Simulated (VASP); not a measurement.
A run of VASP 6.6.1 is set up as follows.

File INCAR:

```
SYSTEM = MoI3
PREC = Accurate ; ENCUT = 520
EDIFF = 1E-6 ; ISMEAR = 0
SIGMA = 0.05 ; LREAL = .FALSE.
LASPH = .TRUE. ; NELM = 150
ALGO = Normal ; ISIF = 2
LWAVE = .FALSE. ; LCHARG = .FALSE.
LMAXMIX = 4 ; LDAU = .TRUE.
LDAUTYPE = 2 ; LDAUL = 2 -1
LDAUU = 4.4 0 ; LDAUJ = 0 0
LDAUPRINT = 1 ; GGA = PE
NBANDS = 26
```

Contents of KPOINTS:

```
Automatic mesh
0
G
  6 6 6
  0 0 0
```

The input POSCAR:

```
MoI3
1.0
    5.8150879674      0.0000000000      0.0000000000
    0.0000000000      5.8150879674      0.0000000000
    0.0000000000      0.0000000000      5.8150879674
Mo I
1 3
Direct
    0.0000000000      0.0000000000      0.0000000000
    0.5000000000      0.0000000000      0.0000000000
    0.0000000000      0.0000000000      0.5000000000
    0.0000000000      0.5000000000      0.0000000000
```

Potentials or basis: VASP PAW PBE potentials, release 64 (Mo_sv, I).

The run is started by

```bash
$ cat potpaw_PBE.64/Mo_sv/POTCAR potpaw_PBE.64/I/POTCAR > POTCAR
$ mpirun -np 1 vasp_std > vasp.out
```

Question: Predict the pressure.

Answer: -2.8 GPa.

Question: Estimate the band gap on the k mesh.

Answer: Zero (an odd number of electrons rules out a gap without spin polarisation).

Eigenvalues of the final occupation matrices:
```csv
site,spin,trace,eigenvalues
site 1 d,1,1.84,0.17 0.17 0.50 0.50 0.50
site 1 d,2,1.84,0.17 0.17 0.50 0.50 0.50
```

Caveat: spin-orbit coupling is left out, which moves the levels of the heavy elements; an odd number of electrons without spin polarisation forces a metal; a magnetic or distorted state may lie lower; U without spin polarisation on a metal has little footing.
